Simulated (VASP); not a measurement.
# BN (P1) in VASP: single point with PBE+D3(BJ)

Aim: the single point of BN with PBE+D3(BJ).

Everything below comes from runs of VASP 6.6.1. Logs are shortened: lines on timing, memory, paths and dates and some standing lists are left out, and cuts for length are marked.

### Step 1. The cell of the first run

The typed cell holds 4 atoms: a = 2.516 Å, b = 2.517 Å, c = 6.618 Å, α = 89.78°, β = 88.55°, γ = 120.55°.

### Step 2. Single point, PBE+D3(BJ) (atoms moved at random and the cell strained at random)

Contents of INCAR:

```
PREC = Accurate
ENCUT = 520
EDIFF = 1E-6
ISMEAR = 0
SIGMA = 0.05
LREAL = False
LASPH = True
NELM = 60
ALGO = Normal
ISIF = 2
LWAVE = False
LCHARG = False
GGA = PE
IVDW = 12
NBANDS = 16
```

Contents of KPOINTS:

```
Automatic mesh
0
Gamma
  12 12 4
```

Contents of POSCAR:

```
BN
1.0
    2.5156293107     -0.0126122055      0.0317940753
   -1.2687371457      2.1743297548      0.0049756382
    0.0839344592      0.0636270219      6.6169843645
B N
2 2
Direct
    0.3471428450      0.6826174607      0.2551509292
    0.6782840470      0.3524187404      0.7466579768
    0.3321178874      0.6530178765      0.7490331217
    0.6424552206      0.3119459223      0.2491579724
```

Potentials or basis: VASP PAW PBE potentials, release 64 (B, N).

Launch:

```sh
$ cat potpaw_PBE.64/B/POTCAR potpaw_PBE.64/N/POTCAR > POTCAR
$ mpirun -np 1 vasp_std > vasp.out
```

OUTCAR:

```text
PREC = Accurate
   ENCUT = 520
   EDIFF = 1E-6
   ISMEAR = 0
   LREAL = False
   LASPH = True
   NELM = 60
   ISIF = 2
   GGA = PE
   IVDW = 12
 IVDW          = 12

 ion  position               nearest neighbor table
   1  0.347  0.683  0.255-   4 1.37   4 1.46   4 1.53
   2  0.678  0.352  0.747-   3 1.41   3 1.42   3 1.52
   3  0.332  0.653  0.749-   2 1.41   2 1.42   2 1.52
   4  0.642  0.312  0.249-   1 1.37   1 1.46   1 1.53

  LATTYP: Found a triclinic cell.
 ALAT       =     2.4958194738
 B/A-ratio  =     1.0086566826
 C/A-ratio  =     2.6515629965
 COS(alpha) =     0.0038883301
 COS(beta)  =     0.0293944851
 COS(gamma) =     0.4963349224

  Lattice vectors:

 A1 = (   1.2468921650,   2.1617175493,   0.0367697135)
 A2 = (  -1.2687371457,   2.1743297548,   0.0049756382)
 A3 = (   0.0839344592,   0.0636270219,   6.6169843645)

Analysis of symmetry for initial positions (statically):
=====================================================================
 Subroutine PRICEL returns:
 Original cell was already a primitive cell.

 Routine SETGRP: Setting up the symmetry group for a
 triclinic supercell.

 Subroutine GETGRP returns: Found  1 space group operations
 (whereof  1 operations were pure point group operations)
 out of a pool of  2 trial point group operations.

The static configuration has the point symmetry C_1 .

Analysis of symmetry for dynamics (positions and initial velocities):
=====================================================================
 Subroutine PRICEL returns:
 Original cell was already a primitive cell.

 Routine SETGRP: Setting up the symmetry group for a
 triclinic supercell.

 Subroutine GETGRP returns: Found  1 space group operations
 (whereof  1 operations were pure point group operations)
 out of a pool of  2 trial point group operations.

The dynamic configuration has the point symmetry C_1 .

 Subroutine INISYM returns: Found  1 space group operations
 (whereof  1 operations are pure point group operations),
 and found     1 'primitive' translations

----------------------------------------------------------------------------------------

                                     Primitive cell

  volume of cell :      36.0786

  direct lattice vectors                    reciprocal lattice vectors
     2.515629311 -0.012612205  0.031794075     0.398773728  0.232704052 -0.007295940
    -1.268737146  2.174329755  0.004975638     0.002369210  0.461304511 -0.004465824
     0.083934459  0.063627022  6.616984365    -0.001917857 -0.001465002  0.151164659

  length of vectors
     2.515861832  2.517424991  6.617822563     0.461762810  0.461332211  0.151183923

  position of ions in fractional coordinates (direct lattice)
     0.347142845  0.682617461  0.255150929
     0.678284047  0.352418740  0.746657977
     0.332117887  0.653017877  0.749033122
     0.642455221  0.311945922  0.249157972

  ion indices of the primitive-cell ions
   primitive index   ion index
                 1           1
                 2           2
                 3           3
                 4           4

----------------------------------------------------------------------------------------

 KPOINTS: Automatic mesh

Automatic generation of k-mesh.
 Grid dimensions read from file:
 generate k-points for:   12   12    4

 Generating k-lattice:

  Cartesian coordinates                     Fractional coordinates (reciprocal lattice)
     0.033231144  0.019392004 -0.000607995     0.083333333 -0.000000000 -0.000000000
     0.000197434  0.038442043 -0.000372152    -0.000000000  0.083333333  0.000000000
    -0.000479464 -0.000366250  0.037791165     0.000000000  0.000000000  0.250000000

  Length of vectors
     0.038480234  0.038444351  0.037795981

  Shift w.r.t. Gamma in fractional coordinates (k-lattice)
     0.000000000  0.000000000  0.000000000

 Subroutine IBZKPT returns following result:
 ===========================================

 Found    292 irreducible k-points:

 Following reciprocal coordinates:
            Coordinates               Weight
  0.000000  0.000000  0.000000      1.000000
  0.083333  0.000000  0.000000      2.000000
  0.166667  0.000000  0.000000      2.000000
  0.250000 -0.000000  0.000000      2.000000
  0.333333  0.000000  0.000000      2.000000
  0.416667 -0.000000  0.000000      2.000000
[... 16 lines left out ...]
  0.250000  0.166667  0.000000      2.000000
  0.333333  0.166667  0.000000      2.000000
 [... further k-points ...]
   k-points           NKPTS =    292   k-points in BZ     NKDIM =    292   number of bands    NBANDS=     16
   number of dos      NEDOS =    301   number of ions     NIONS =      4
   total plane-waves  NPLWV =  20000
   dimension x,y,z NGX =    20 NGY =   20 NGZ =   50
   dimension x,y,z NGXF=    40 NGYF=   40 NGZF=  100
   ions per type =               2   2
   NGX,Y,Z   is equivalent  to a cutoff of  13.22, 13.21, 12.56 a.u.
   NGXF,Y,Z  is equivalent  to a cutoff of  26.43, 26.42, 25.12 a.u.
 SYSTEM =  unknown system
   PREC   = accura    normal or accurate (medium, high low for compatibility)
   ISTART =      0    job   : 0-new  1-cont  2-samecut
   ICHARG =      2    charge: 1-file 2-atom 10-const
   ISPIN  =      1    spin polarized calculation?
   LNONCOLLINEAR =      F non collinear calculations
   LSORBIT =      F    spin-orbit coupling
   LASPH  =      T    aspherical Exc in radial PAW
   ENCUT  =  520.0 eV  38.22 Ry    6.18 a.u.   4.68  4.68 12.30*2*pi/ulx,y,z
   NELM   =     60;   NELMIN=  2; NELMDL= -5     # of ELM steps
   EDIFF  = 0.1E-05   stopping-criterion for ELM
   LREAL  =      F    real-space projection
   EDIFFG = 0.1E-04   stopping-criterion for IOM
   NSW    =      0    number of steps for IOM
   IBRION =     -1    ionic relax: 0-MD 1-quasi-New 2-CG
   NFREE  =      0    steps in history (QN), initial steepest desc. (CG)
   ISIF   =      2    stress and relaxation
   ISYM   =      2    0-nonsym 1-usesym 2-fastsym
   POTIM  = 0.5000    time-step for ionic-motion
   TEBEG  =    0.0;   TEEND  =   0.0 temperature during run
   PSTRESS=    0.0 pullay stress
   NELECT =      16.0000    total number of electrons
   NUPDOWN=      -1.0000    fix difference up-down
   EMIN   =  10.00;   EMAX   =-10.00  energy-range for DOS
   EFERMI =   0.00;   METHOD = LEGACY
   ISMEAR =     0;   SIGMA  =   0.05  broadening in eV -4-tet -1-fermi 0-gaus
   EFERMI_NEDOS =   21; number of points for ismear=-14 and -15
   IALGO  =     38    algorithm
   IMIX   =      4    mixing-type and parameters
     AMIX     =   0.40;   BMIX     =  1.00
     AMIX_MAG =   1.60;   BMIX_MAG =  1.00
  volume/ion in A,a.u.               =       9.02        60.87
  Fermi-wavevector in a.u.,A,eV,Ry     =   1.248432  2.359195 21.205814  1.558583
  Thomas-Fermi vector in A             =   2.382519
   LORBIT       =      0    0 simple, 1 ext, 2 COOP (PROOUT), +10 PAW based schemes
   GGA     = PE    functional components
   LHFCALC =     F    Hartree Fock is set to
   AEXX    =    0.0000 exact exchange contribution
   IVDW    =    12    specifies the selected vdW correction
   LEPSILON=     F    determine dielectric tensor
   LRPA    =     F    only Hartree local field effects (RPA)
 non-spin polarized calculation
 Gauss-broadening in eV      SIGMA  =   0.05
  energy-cutoff  :      520.00
  volume of cell :       36.08
 maximum number of plane-waves:       986
   NGX =  9   NGY =  9   NGZ = 25

 number of electron      15.9999997 magnetization

 Free energy of the ion-electron system (eV)
  ---------------------------------------------------
  ext. energy  EPLUGINS =         0.00000000
  ---------------------------------------------------
  free energy    TOTEN  =       -34.85744858 eV

  energy without entropy =      -34.85744858  energy(sigma->0) =      -34.85744858

 E-fermi :   2.5585     XC(G=0): -10.0799

 val. band max:        2.2699920508   @ k =   0.3333   0.3333   0.5000
 cond. band min:       6.3870419180   @ k =   0.5000   0.5000   0.0000
 fundamental gap:      4.1170498671
 Fermi energy:         2.5584657185

 k-point     1 :       0.0000    0.0000    0.0000
  band No.  band energies     occupation
      1     -15.4958      2.00000
      2     -15.1915      2.00000
      3      -3.9401      2.00000
      4      -1.7701      2.00000
      5      -0.1059      2.00000
      6       0.1106      2.00000
[... 8 lines left out ...]
     15      15.2441      0.00000
     16      15.5159      0.00000

 k-point     2 :       0.0833    0.0000    0.0000
  band No.  band energies     occupation
      1     -15.3590      2.00000
      2     -15.0592      2.00000
      3      -3.7545      2.00000
      4      -1.6057      2.00000
      5      -0.3373      2.00000
      6      -0.3014      2.00000
[... 8 lines left out ...]
     15      15.2102      0.00000
     16      16.0048      0.00000

 k-point     3 :       0.1667    0.0000    0.0000
  band No.  band energies     occupation
      1     -14.9560      2.00000
      2     -14.6698      2.00000
      3      -3.2054      2.00000
      4      -1.4434      2.00000
      5      -1.1241      2.00000
      6      -1.0006      2.00000
[... 8 lines left out ...]
     15      16.3870      0.00000
     16      17.3668      0.00000

 k-point     4 :       0.2500   -0.0000    0.0000
  band No.  band energies     occupation
      1     -14.3146      2.00000
      2     -14.0501      2.00000
      3      -3.0313      2.00000
      4      -2.4461      2.00000
      5      -2.3123      2.00000
      6      -1.2019      2.00000
[... 8 lines left out ...]
     15      17.6872      0.00000
     16      18.3392      0.00000
[... 324 lines left out ...]
 k-point    22 :       0.1667    0.1667    0.0000
  band No.  band energies     occupation
      1     -13.9387      2.00000
      2     -13.6955      2.00000
      3      -3.3806      2.00000
      4      -3.1715      2.00000
      5      -1.7908      2.00000
      6      -1.7517      2.00000
[... 8 lines left out ...]
     15      16.9920      0.00000
     16      17.4828      0.00000

 k-point    23 :       0.2500    0.1667    0.0000
  band No.  band energies     occupation
      1     -13.1585      2.00000
      2     -12.9573      2.00000
      3      -4.6488      2.00000
      4      -4.4675      2.00000
      5      -2.6688      2.00000
      6      -2.4426      2.00000
[... 8 lines left out ...]
     15      16.5428      0.00000
     16      18.5640      0.00000

 k-point    24 :       0.3333    0.1667    0.0000
  band No.  band energies     occupation
      1     -12.4065      2.00000
      2     -12.2614      2.00000
      3      -5.8460      2.00000
      4      -5.5555      2.00000
      5      -3.3342      2.00000
      6      -2.9037      2.00000
[... 8 lines left out ...]
     15      17.0117      0.00000
     16      20.0769      0.00000

 [... further k-points ...]

------------------------ aborting loop because EDIFF is reached ----------------------------------------

 Edisp (eV)   -0.56478

 E8    (eV) :    -0.1655

  FORCE on cell =-STRESS in cart. coord.  units (eV):
  Direction    XX          YY          ZZ          XY          YZ          ZX
  --------------------------------------------------------------------------------------
  -------------------------------------------------------------------------------------
  Total      -0.20636     1.30024    -0.05826     0.19011    -0.11023    -0.08330
  in kB      -9.16388    57.74088    -2.58742     8.44232    -4.89519    -3.69898
  external pressure =       15.33 kB  Pullay stress =        0.00 kB

 VOLUME and BASIS-vectors are now :
 -----------------------------------------------------------------------------
  energy-cutoff  :      520.00
  volume of cell :       36.08
      direct lattice vectors                 reciprocal lattice vectors
     2.515629311 -0.012612205  0.031794075     0.398773728  0.232704052 -0.007295940
    -1.268737146  2.174329755  0.004975638     0.002369210  0.461304511 -0.004465824
     0.083934459  0.063627022  6.616984365    -0.001917857 -0.001465002  0.151164659

 POSITION                                       TOTAL-FORCE (eV/Angst)
 -----------------------------------------------------------------------------------
      0.02864      1.49609      1.70276        -1.404852     -3.703454     -0.568573
      1.32185      0.80523      4.96394         0.297513     -2.525893      0.223970
      0.06985      1.46335      4.97015        -0.298333      2.522214     -0.211141
      1.24131      0.68602      1.67065         1.405672      3.707134      0.555745
 -----------------------------------------------------------------------------------
    total drift:                                0.000174      0.000432     -0.000209

  FREE ENERGIE OF THE ION-ELECTRON SYSTEM (eV)
  ---------------------------------------------------
  free  energy   TOTEN  =       -35.4222328524 eV

  energy  without entropy=      -35.4222328524  energy(sigma->0) =      -35.42223285
```

Run time: 2.6 min. Hardware: 1 thread of Intel Xeon 8259CL, shared host; peak memory 0.27 GiB.

What came out:

| Item | Value |
| --- | --- |
| Free energy | -35.4222 eV |
| Pressure | 1.5 GPa |
| Largest force | 4.003 eV/Å |
| Band gap on the k mesh | 4.12 eV (least direct gap 4.49 eV) |
| Dispersion energy per atom | -0.141 eV |

Forces in eV/Å, atoms in the order of the input:
```
B   -1.405 -3.703 -0.569
B    0.298 -2.526  0.224
N   -0.298  2.522 -0.211
N    1.406  3.707  0.556
```

Stress tensor (GPa, compression positive):
```
-0.92  0.84 -0.37
 0.84  5.77 -0.49
-0.37 -0.49 -0.26
```

Levels at points of the mesh, in eV from the valence-band top:
```tsv
k point	band 5	band 6	band 7	band 8	band 9	band 10	band 11	band 12
(0.00, 0.00, 0.00)	-2.38	-2.16	-0.48	-0.22	5.26	10.17	10.35	10.51
(0.50, 0.00, 0.00)	-4.63	-3.94	-1.58	-0.43	4.27	6.09	9.22	9.59
(0.00, 0.50, 0.00)	-4.60	-3.65	-1.47	-0.36	4.13	5.79	9.37	9.78
(0.50, 0.50, 0.00)	-3.83	-3.68	-1.45	-0.44	4.12	5.43	9.42	9.93
(0.00, 0.00, 0.50)	-2.37	-2.16	-0.48	-0.22	7.46	7.81	10.19	10.54
(0.50, 0.00, 0.50)	-4.63	-3.95	-1.22	-0.78	4.51	5.43	9.53	9.59
(0.00, 0.50, 0.50)	-4.60	-3.66	-1.16	-0.62	4.18	5.28	9.65	9.82
(0.50, 0.50, 0.50)	-3.83	-3.69	-1.00	-0.83	4.38	4.70	9.69	9.99
```

Caveat: the cell differs from its parent crystal (atoms moved at random and the cell strained at random); forces of over 1 eV/Å act on the atoms, so gaps and moduli don't describe the material at rest. A k mesh can miss the band edges.
